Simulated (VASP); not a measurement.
A run of VASP 6.6.1:

File INCAR:

```
PREC = Accurate ; ENCUT = 520
EDIFF = 1E-7 ; ISMEAR = 0
SIGMA = 0.05 ; LREAL = False
LASPH = True ; NELM = 80
ALGO = Normal ; ISIF = 2
LWAVE = False ; LCHARG = True
GGA = RE ; IVDW = 12
LELF = True ; LVHAR = True
NBANDS = 26
```

File KPOINTS:

```
regular mesh
0
Gamma
  8 8 6
```

Contents of POSCAR:

```
ZnO
1.0
    3.2140627036      0.0000000000      0.0000000000
   -1.6070313518      2.7834599506      0.0000000000
    0.0000000000      0.0000000000      5.1873844124
Zn O
2 2
Direct
    0.3333333333      0.6666666667      0.0015378783
    0.6666666667      0.3333333333      0.5015378783
    0.3333333333      0.6666666667      0.3805621217
    0.6666666667      0.3333333333      0.8805621217
```

Potentials or basis: VASP PAW PBE potentials, release 64 (Zn, O).

Run with:

```sh
$ cat potpaw_PBE.64/Zn/POTCAR potpaw_PBE.64/O/POTCAR > POTCAR
$ mpirun -np 1 vasp_std > vasp.out
```

Hardware: 1 thread of Intel(R) Xeon(R) Platinum 8259CL CPU @ 2.50GHz (Skylake/Cascade Lake), on a shared host.

Q: How long does it take, and how much memory?

A: It took 38 s on 1 thread of Intel(R) Xeon(R) Platinum 8259CL CPU @ 2.50GHz (Skylake/Cascade Lake), with other jobs on the host, peak memory 0.19 GiB. Counts: scf iterations 17, k points 40.
